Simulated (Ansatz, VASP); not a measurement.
**One calculation of Sb, two programs**

File INCAR:

```
SYSTEM = Sb
PREC     = Accurate       ! precision mode
ENCUT    = 520            ! plane-wave cutoff, eV
EDIFF    = 1E-7           ! SCF threshold, eV
ISMEAR   = -1             ! smearing method
SIGMA    = 0.05           ! smearing width, eV
LREAL    = .False.        ! projectors in reciprocal space
LASPH    = .True.         ! aspherical terms in the spheres
NELM     = 80             ! most SCF steps
ALGO     = Normal         ! electronic algorithm
ISIF     = 2              ! what is computed and relaxed
LWAVE    = .False.        ! write WAVECAR
LCHARG   = .False.        ! write CHGCAR
GGA      = PS             ! functional
NBANDS   = 12             ! bands
```

KPOINTS

```
Automatic mesh
0
Gamma
  12 12 7
  0 0 0
```

The input POSCAR:

```
Sb
1.0
    3.3690001795      0.0336900018      0.0336900018
   -1.6553236924      2.9007947399      0.0123313965
    0.0533000000      0.0533000000      5.3300000000
Sb
2
Direct
    0.3333333333      0.6666666667      0.2500000000
    0.6666666667      0.3333333333      0.7500000000
```

Input for Ansatz:

```yaml
crystal:
  lattice:
    - [3.3690001795, 0.0336900018, 0.0336900018]
    - [-1.6553236924, 2.9007947399, 0.0123313965]
    - [0.0533, 0.0533, 5.33]
  atoms:
    - { symbol: Sb, position: [0.3333333333, 0.6666666667, 0.25] }
    - { symbol: Sb, position: [0.6666666667, 0.3333333333, 0.75] }
kpoints:
  mp_grid: { grid: [12, 12, 7] }
  band_path:
    path:
      - [0.0, 0.0, 0.0]
      - [0.0, -0.5, 0.0]
      - [0.0, 0.0, 0.5]
      - [0.0, 0.0, 0.0]
      - [-0.5, 0.0, 0.0]
      - [-0.5, 0.5, -0.5]
      - [0.0, 0.0, 0.0]
      - [-0.5, 0.0, -0.5]
      - [-0.5, 0.5, 0.0]
    npoints: 5
scf:
  occupations: { method: fermi_dirac, width: 0.05 }
hamiltonian:
  xc: pbesol
  pseudopotentials: { kind: all_electron, lapw: { basis_error: 0.0005 } }
output:
  forces: true
  stress: true
  eigenvalues: true
```

Change from the starting cell: equal xy, yz and zx shear strains of +2 %.

Alike in both runs: task single point; functional PBEsol; k mesh 12 × 12 × 7; occupations fermi-dirac, width 0.05 eV; no spin polarisation.

|  | VASP | Ansatz |
| --- | --- | --- |
| version | VASP 6.6.1 | Ansatz 0.2.0 |
| potentials or method | VASP PAW PBE potentials, release 64 (Sb), cutoff 520 eV | all-electron LAPW, scalar-relativistic |

```csv
,VASP,Ansatz,Ansatz less VASP
pressure (GPa),-0.2,-0.1,+0.02
"traceless stress, the component that is largest in VASP (GPa)",-0.72,-0.72,-0.001
rms of the force components (eV/Å),0.015,0.015,-0.0002
```

VASP's potentials were made for PBE, not for PBEsol. Atom by atom the forces differ by 0.000 eV/Å (rms over components). Ansatz ran all-electron here, and VASP with PAW potentials.

Neither program's run includes spin-orbit coupling.
